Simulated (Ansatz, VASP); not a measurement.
In4SbAs3 in VASP and in Ansatz

```
In Sb As
1.0
     4.45647    0.00000    0.00000
     0.00000    4.45647    0.00000
     0.00000    0.00000   12.58951
In Sb As
4 1 3
Direct
  0.50000 0.00000 0.87962
  0.00000 0.50000 0.12038
  0.50000 0.00000 0.36192
  0.00000 0.50000 0.63808
  0.00000 0.00000 0.50000
  0.00000 0.00000 0.00000
  0.50000 0.50000 0.24111
  0.50000 0.50000 0.75889
```

Alike in both runs: functional PBE; k mesh 8 × 8 × 4; occupations gaussian, width 0.1 eV; no spin polarisation.

Ansatz relaxed the structure, and its values are those at the end. VASP's run is a single point on that final structure, the one shown.

|  | VASP | Ansatz |
| --- | --- | --- |
| version | VASP 6.6.1 | Ansatz 0.2.0 |
| potentials or method | VASP PAW PBE potentials, release 64 (In_d, Sb, As), cutoff 520 eV | scalar-relativistic, plane waves, PAW |
| valence electrons in the cell | 72 | 112 |

```csv
,VASP,Ansatz,Ansatz less VASP
gap on the k mesh at the Fermi level (eV),none,none,-
pressure (GPa),0.0,0.0,-0.02
```

A gap of «none» marks a metal or a gap that the smearing closes. VASP's potentials hold 72 valence electrons a cell and Ansatz's 112, so a difference there can come from the potentials and not from the codes.

Spin-orbit coupling is off throughout.
